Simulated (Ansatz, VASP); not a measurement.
Two plane-wave programs on ZnH5

```
Zn H
1.0
     4.35656    0.00000    0.00000
    -2.17828    3.77289    0.00000
     0.00000    0.00000    5.81658
Zn H
1 5
Cartesian
  0.0000 0.0000 0.0000
  0.0000 0.0000 3.2857
  0.0000 0.0000 2.5309
  -0.7491 2.9478 0.0000
  0.0000 1.6502 0.0000
  0.7491 2.9478 0.0000
```

Alike in both runs: functional PBE; k mesh 6 × 6 × 4; occupations gaussian, width 0.1 eV; no spin polarisation.

Ansatz relaxed the structure, and its values are those at the end. VASP's run is a single point on that final structure, the one shown.

|  | VASP | Ansatz |
| --- | --- | --- |
| version | VASP 6.6.1 | Ansatz 0.2.0 |
| potentials or method | VASP PAW PBE potentials, release 64 (Zn, H), cutoff 520 eV | scalar-relativistic, plane waves, PAW |
| valence electrons in the cell | 17 | 17 |

Ansatz gave:

| Item | Value |
| --- | --- |
| gap on the k mesh at the Fermi level (eV) | none |
| pressure (GPa) | 0.2 |
| rms of the force components (eV/Å) | 0.008 |

Task: Estimate VASP's values.

Result: gap on the k mesh at the Fermi level (eV): none; pressure (GPa): 0.2; rms of the force components (eV/Å): 0.013.

A gap of «none» marks a metal or a gap that the smearing closes. The functional is the same, so the differences come from potentials, cutoffs and numerics.
